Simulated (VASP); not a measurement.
# SiGeO4 (F-43m) in VASP: further runs

The runs below take SiGeO4 through single point, with PBE.

Program: VASP 6.6.1. These are calculated values, not measurements. Logs are shortened: lines on timing, memory, paths and dates and some standing lists are left out, and cuts for length are marked.

### Step 1. The cell of the first run

Symmetry: F-43m, No. 216, cubic system. The conventional cell has a = 7.572 Å, b = 7.572 Å, c = 7.572 Å, α = 90.00°, β = 90.00°, γ = 90.00°. Si (site symmetry -43m) has 4 O at 1.58 Å within 2.1 Å. Ge (site symmetry -43m) has 4 O at 1.69 Å within 2.3 Å. Within 2.1 Å of O (site symmetry 3m) lie 1 Si at 1.58 Å and 1 Ge at 1.69 Å.

### Step 2. Single point, PBE (18.09 Å³/atom)

INCAR reads:

```
SYSTEM = SiGeO4
PREC     = Accurate       ! precision mode
ENCUT    = 520            ! plane-wave cutoff, eV
EDIFF    = 1E-6           ! SCF threshold, eV
ISMEAR   = 0              ! smearing method
SIGMA    = 0.02           ! smearing width, eV
LREAL    = .False.        ! projectors in reciprocal space
LASPH    = .True.         ! aspherical terms in the spheres
NELM     = 80             ! most SCF steps
ALGO     = Normal         ! electronic algorithm
ISIF     = 2              ! what is computed and relaxed
LWAVE    = .False.        ! write WAVECAR
LCHARG   = .False.        ! write CHGCAR
GGA      = PE             ! functional
NBANDS   = 30             ! bands
```

KPOINTS reads:

```
Automatic mesh
0
Gamma
  6 6 6
  0 0 0
```

POSCAR reads:

```
SiGeO4
1.0
    0.0000000000      3.7858471201      3.7858471201
    3.7858471201      0.0000000000      3.7858471201
    3.7858471201      3.7858471201      0.0000000000
Si Ge O
1 1 4
Direct
    0.7500000000      0.7500000000      0.7500000000
    0.5000000000      0.5000000000      0.5000000000
    0.1124741129      0.6291752957      0.6291752957
    0.6291752957      0.1124741129      0.6291752957
    0.6291752957      0.6291752957      0.1124741129
    0.6291752957      0.6291752957      0.6291752957
```

Potentials or basis: VASP PAW PBE potentials, release 64 (Si, Ge_d, O).

Command:

```console
$ cat potpaw_PBE.64/Si/POTCAR potpaw_PBE.64/Ge_d/POTCAR potpaw_PBE.64/O/POTCAR > POTCAR
$ mpirun -np 1 vasp_std > vasp.out
```

OUTCAR:

```text
SYSTEM = SiGeO4
   PREC = Accurate
   ENCUT = 520
   EDIFF = 1E-6
   ISMEAR = 0
   LREAL = .False.
   LASPH = .True.
   NELM = 80
   ISIF = 2
   GGA = PE

 ion  position               nearest neighbor table
   1  0.750  0.750  0.750-   6 1.58   4 1.58   5 1.58   3 1.58
   2  0.500  0.500  0.500-   3 1.69   4 1.69   5 1.69   6 1.69
   3  0.112  0.629  0.629-   1 1.58   2 1.69
   4  0.629  0.112  0.629-   1 1.58   2 1.69
   5  0.629  0.629  0.112-   1 1.58   2 1.69
   6  0.629  0.629  0.629-   1 1.58   2 1.69

  LATTYP: Found a face centered cubic cell.
 ALAT       =     7.5716942402

  Lattice vectors:

 A1 = (   0.0000000000,   3.7858471201,   3.7858471201)
 A2 = (   3.7858471201,   0.0000000000,   3.7858471201)
 A3 = (   3.7858471201,   3.7858471201,   0.0000000000)

Analysis of symmetry for initial positions (statically):
=====================================================================
 Subroutine PRICEL returns:
 Original cell was already a primitive cell.

 Routine SETGRP: Setting up the symmetry group for a
 face centered cubic supercell.

 Subroutine GETGRP returns: Found 24 space group operations
 (whereof 24 operations were pure point group operations)
 out of a pool of 48 trial point group operations.

The static configuration has the point symmetry T_d .

Analysis of symmetry for dynamics (positions and initial velocities):
=====================================================================
 Subroutine PRICEL returns:
 Original cell was already a primitive cell.

 Routine SETGRP: Setting up the symmetry group for a
 face centered cubic supercell.

 Subroutine GETGRP returns: Found 24 space group operations
 (whereof 24 operations were pure point group operations)
 out of a pool of 48 trial point group operations.

The dynamic configuration has the point symmetry T_d .

 Subroutine INISYM returns: Found 24 space group operations
 (whereof 24 operations are pure point group operations),
 and found     1 'primitive' translations

----------------------------------------------------------------------------------------

                                     Primitive cell

  volume of cell :     108.5224

  direct lattice vectors                    reciprocal lattice vectors
     0.000000000  3.785847120  3.785847120    -0.132070838  0.132070838  0.132070838
     3.785847120  0.000000000  3.785847120     0.132070838 -0.132070838  0.132070838
     3.785847120  3.785847120  0.000000000     0.132070838  0.132070838 -0.132070838

  length of vectors
     5.353996342  5.353996342  5.353996342     0.228753401  0.228753401  0.228753401

  position of ions in fractional coordinates (direct lattice)
     0.750000000  0.750000000  0.750000000
     0.500000000  0.500000000  0.500000000
     0.112474113  0.629175296  0.629175296
     0.629175296  0.112474113  0.629175296
     0.629175296  0.629175296  0.112474113
     0.629175296  0.629175296  0.629175296

  ion indices of the primitive-cell ions
   primitive index   ion index
                 1           1
                 2           2
                 3           3
                 4           4
                 5           5
                 6           6

----------------------------------------------------------------------------------------

 KPOINTS: Automatic mesh

Automatic generation of k-mesh.
 Grid dimensions read from file:
 generate k-points for:    6    6    6

 Generating k-lattice:

  Cartesian coordinates                     Fractional coordinates (reciprocal lattice)
    -0.022011806  0.022011806  0.022011806     0.166666667  0.000000000  0.000000000
     0.022011806 -0.022011806  0.022011806     0.000000000  0.166666667  0.000000000
     0.022011806  0.022011806 -0.022011806     0.000000000  0.000000000  0.166666667

  Length of vectors
     0.038125567  0.038125567  0.038125567

  Shift w.r.t. Gamma in fractional coordinates (k-lattice)
     0.000000000  0.000000000  0.000000000

 Subroutine IBZKPT returns following result:
 ===========================================

 Found     16 irreducible k-points:

 Following reciprocal coordinates:
            Coordinates               Weight
  0.000000  0.000000  0.000000      1.000000
  0.166667  0.000000  0.000000      8.000000
  0.333333  0.000000  0.000000      8.000000
  0.500000  0.000000  0.000000      4.000000
  0.166667  0.166667  0.000000      6.000000
  0.333333  0.166667  0.000000     24.000000
[... 8 lines left out ...]
 -0.333333  0.333333  0.166667     24.000000
 -0.333333  0.500000  0.166667     12.000000
   k-points           NKPTS =     16   k-points in BZ     NKDIM =     16   number of bands    NBANDS=     30
   number of dos      NEDOS =    301   number of ions     NIONS =      6
   total plane-waves  NPLWV =  64000
   dimension x,y,z NGX =    40 NGY =   40 NGZ =   40
   dimension x,y,z NGXF=    80 NGYF=   80 NGZF=   80
   ions per type =               1   1   4
   NGX,Y,Z   is equivalent  to a cutoff of  12.42, 12.42, 12.42 a.u.
   NGXF,Y,Z  is equivalent  to a cutoff of  24.84, 24.84, 24.84 a.u.
 SYSTEM =  SiGeO4
   PREC   = accura    normal or accurate (medium, high low for compatibility)
   ISTART =      0    job   : 0-new  1-cont  2-samecut
   ICHARG =      2    charge: 1-file 2-atom 10-const
   ISPIN  =      1    spin polarized calculation?
   LNONCOLLINEAR =      F non collinear calculations
   LSORBIT =      F    spin-orbit coupling
   LASPH  =      T    aspherical Exc in radial PAW
   ENCUT  =  520.0 eV  38.22 Ry    6.18 a.u.   9.95  9.95  9.95*2*pi/ulx,y,z
   NELM   =     80;   NELMIN=  2; NELMDL= -5     # of ELM steps
   EDIFF  = 0.1E-05   stopping-criterion for ELM
   LREAL  =      F    real-space projection
   EDIFFG = 0.1E-04   stopping-criterion for IOM
   NSW    =      0    number of steps for IOM
   IBRION =     -1    ionic relax: 0-MD 1-quasi-New 2-CG
   NFREE  =      0    steps in history (QN), initial steepest desc. (CG)
   ISIF   =      2    stress and relaxation
   ISYM   =      2    0-nonsym 1-usesym 2-fastsym
   POTIM  = 0.5000    time-step for ionic-motion
   TEBEG  =    0.0;   TEEND  =   0.0 temperature during run
   PSTRESS=    0.0 pullay stress
   NELECT =      42.0000    total number of electrons
   NUPDOWN=      -1.0000    fix difference up-down
   EMIN   =  10.00;   EMAX   =-10.00  energy-range for DOS
   EFERMI =   0.00;   METHOD = LEGACY
   ISMEAR =     0;   SIGMA  =   0.02  broadening in eV -4-tet -1-fermi 0-gaus
   EFERMI_NEDOS =   21; number of points for ismear=-14 and -15
   IALGO  =     38    algorithm
   IMIX   =      4    mixing-type and parameters
     AMIX     =   0.40;   BMIX     =  1.00
     AMIX_MAG =   1.60;   BMIX_MAG =  1.00
  volume/ion in A,a.u.               =      18.09       122.06
  Fermi-wavevector in a.u.,A,eV,Ry     =   1.193030  2.254501 19.365466  1.423322
  Thomas-Fermi vector in A             =   2.329055
   LORBIT       =      0    0 simple, 1 ext, 2 COOP (PROOUT), +10 PAW based schemes
   GGA     = PE    functional components
   LHFCALC =     F    Hartree Fock is set to
   AEXX    =    0.0000 exact exchange contribution
   IVDW    =     0    specifies the selected vdW correction
   LEPSILON=     F    determine dielectric tensor
   LRPA    =     F    only Hartree local field effects (RPA)
 non-spin polarized calculation
 Gauss-broadening in eV      SIGMA  =   0.02
  energy-cutoff  :      520.00
  volume of cell :      108.52
 maximum number of plane-waves:      2954
   NGX = 19   NGY = 19   NGZ = 19

 number of electron      41.9999998 magnetization

 Free energy of the ion-electron system (eV)
  ---------------------------------------------------
  ext. energy  EPLUGINS =         0.00000000
  ---------------------------------------------------
  free energy    TOTEN  =       -42.38675277 eV

  energy without entropy =      -42.38675277  energy(sigma->0) =      -42.38675277

 E-fermi :  -1.0602     XC(G=0):  -7.4752

 val. band max:       -1.2563560051   @ k =   0.5000   0.0000   0.0000
 cond. band min:       3.4524469598   @ k =   0.0000   0.0000   0.0000
 fundamental gap:      4.7088029649
 Fermi energy:        -1.0602158402

 k-point     1 :       0.0000    0.0000    0.0000
  band No.  band energies     occupation
      1     -24.6301      2.00000
      2     -24.6301      2.00000
      3     -24.6301      2.00000
      4     -24.2654      2.00000
      5     -24.2654      2.00000
      6     -20.5763      2.00000
[... 22 lines left out ...]
     29      10.4686      0.00000
     30      11.3377      0.00000

 k-point     2 :       0.1667    0.0000    0.0000
  band No.  band energies     occupation
      1     -24.6326      2.00000
      2     -24.6299      2.00000
      3     -24.6299      2.00000
      4     -24.2654      2.00000
      5     -24.2654      2.00000
      6     -20.4882      2.00000
[... 22 lines left out ...]
     29      10.5646      0.00000
     30      11.8414      0.00000

 k-point     3 :       0.3333    0.0000    0.0000
  band No.  band energies     occupation
      1     -24.6376      2.00000
      2     -24.6295      2.00000
      3     -24.6295      2.00000
      4     -24.2654      2.00000
      5     -24.2654      2.00000
      6     -20.2659      2.00000
[... 22 lines left out ...]
     29      10.6262      0.00000
     30      11.9998      0.00000

 k-point     4 :       0.5000    0.0000    0.0000
  band No.  band energies     occupation
      1     -24.6400      2.00000
      2     -24.6293      2.00000
      3     -24.6293      2.00000
      4     -24.2653      2.00000
      5     -24.2653      2.00000
      6     -20.1089      2.00000
[... 352 lines left out ...]
     29      11.0602      0.00000
     30      11.2631      0.00000

 k-point    15 :      -0.3333    0.3333    0.1667
  band No.  band energies     occupation
      1     -24.6432      2.00000
      2     -24.6288      2.00000
      3     -24.6286      2.00000
      4     -24.2654      2.00000
      5     -24.2653      2.00000
      6     -19.8642      2.00000
[... 22 lines left out ...]
     29      10.7368      0.00000
     30      11.8051      0.00000

 k-point    16 :      -0.3333    0.5000    0.1667
  band No.  band energies     occupation
      1     -24.6442      2.00000
      2     -24.6286      2.00000
      3     -24.6285      2.00000
      4     -24.2654      2.00000
      5     -24.2652      2.00000
      6     -19.6696      2.00000
[... 22 lines left out ...]
     29      10.8330      0.00000
     30      11.3223      0.00000

------------------------ aborting loop because EDIFF is reached ----------------------------------------

  FORCE on cell =-STRESS in cart. coord.  units (eV):
  Direction    XX          YY          ZZ          XY          YZ          ZX
  --------------------------------------------------------------------------------------
  -------------------------------------------------------------------------------------
  Total        5.7756826      5.7756826      5.7756826     -0.0000000     -0.0000000      0.0000000
  in kB       85.2696902     85.2696902     85.2696902     -0.0000000     -0.0000000      0.0000000
  external PRESSURE =      85.2696902 kB  Pullay stress =       0.0000000 kB

 VOLUME and BASIS-vectors are now :
 -----------------------------------------------------------------------------
  energy-cutoff  :      520.00
  volume of cell :      108.52
      direct lattice vectors                 reciprocal lattice vectors
     0.000000000  3.785847120  3.785847120    -0.132070838  0.132070838  0.132070838
     3.785847120  0.000000000  3.785847120     0.132070838 -0.132070838  0.132070838
     3.785847120  3.785847120  0.000000000     0.132070838  0.132070838 -0.132070838

 POSITION                                       TOTAL-FORCE (eV/Angst)
 -----------------------------------------------------------------------------------
      5.67877      5.67877      5.67877         0.000000      0.000000      0.000000
      3.78585      3.78585      3.78585         0.000000      0.000000      0.000000
      4.76392      2.80777      2.80777        -0.078535      0.078535      0.078535
      2.80777      4.76392      2.80777         0.078535     -0.078535      0.078535
      2.80777      2.80777      4.76392         0.078535      0.078535     -0.078535
      4.76392      4.76392      4.76392        -0.078535     -0.078535     -0.078535
 -----------------------------------------------------------------------------------
    total drift:                                0.000006      0.000006      0.000008

  FREE ENERGIE OF THE ION-ELECTRON SYSTEM (eV)
  ---------------------------------------------------
  free  energy   TOTEN  =       -42.3867527696 eV

  energy  without entropy=      -42.3867527696  energy(sigma->0) =      -42.38675277
```

Wall time 86 s (1 thread of Intel Xeon 8259CL, shared host); peak memory 0.25 GiB.

Results:

```yaml
Free_energy: -42.3868 eV
Pressure: 8.5 GPa
Largest_force: 0.136 eV/Å
Band_gap_on_the_k_mesh: 4.71 eV (least direct gap 4.71 eV)
```

Forces in eV/Å, atoms in the order of the input:
```
Si   0.000  0.000  0.000
Ge   0.000  0.000  0.000
O   -0.079  0.079  0.079
O    0.079 -0.079  0.079
O    0.079  0.079 -0.079
O   -0.079 -0.079 -0.079
```

Caveat: the cell stands under pressure.

### Step 3. Single point, PBE (18.66 Å³/atom)

This run uses another cell than the first one, of 18.66 Å³/atom.

INCAR reads:

```
SYSTEM = SiGeO4
PREC = Accurate
ENCUT = 520
EDIFF = 1E-6
ISMEAR = 0
SIGMA = 0.02
LREAL = .False.
LASPH = .True.
NELM = 80
ALGO = Normal
ISIF = 2
LWAVE = .False.
LCHARG = .False.
GGA = PE
NBANDS = 30
```

KPOINTS is that of step 2.

POSCAR reads:

```
SiGeO4
1.0
    0.0000000000      3.8257010711      3.8257010711
    3.8257010711      0.0000000000      3.8257010711
    3.8257010711      3.8257010711      0.0000000000
Si Ge O
1 1 4
Direct
    0.7500000000      0.7500000000      0.7500000000
    0.5000000000      0.5000000000      0.5000000000
    0.1123461779      0.6292179407      0.6292179407
    0.6292179407      0.1123461779      0.6292179407
    0.6292179407      0.6292179407      0.1123461779
    0.6292179407      0.6292179407      0.6292179407
```

Potentials or basis: VASP PAW PBE potentials, release 64 (Si, Ge_d, O).

Command:

```console
$ cat potpaw_PBE.64/Si/POTCAR potpaw_PBE.64/Ge_d/POTCAR potpaw_PBE.64/O/POTCAR > POTCAR
$ mpirun -np 1 vasp_std > vasp.out
```

It took 1.7 min on 1 thread of Intel Xeon 8259CL, shared host; peak memory 0.26 GiB.

Results (log left out):

```
Free energy            : -42.5220 eV
Pressure               : 3.8 GPa
Largest force          : 0.117 eV/Å
Band gap on the k mesh : 4.39 eV
```

Forces on the atoms (eV/Å):
```
Si   0.000  0.000  0.000
Ge   0.000  0.000  0.000
O   -0.067  0.067  0.067
O    0.067 -0.067  0.067
O    0.067  0.067 -0.067
O   -0.067 -0.067 -0.067
```

Levels at points of the mesh, in eV from the valence-band top:
```tsv
k point	band 18	band 19	band 20	band 21	band 22	band 23	band 24	band 25
(0.00, 0.00, 0.00)	-1.56	0.00	0.00	0.00	4.39	7.05	8.54	8.54
(0.50, 0.00, 0.00)	-1.72	-0.67	-0.67	0.00	5.95	7.80	8.58	9.86
(0.50, 0.50, 0.00)	-1.42	-0.81	-0.46	-0.46	6.90	7.80	8.89	10.35
```

Caveat: the cell stands under pressure. A k mesh can miss the band edges.
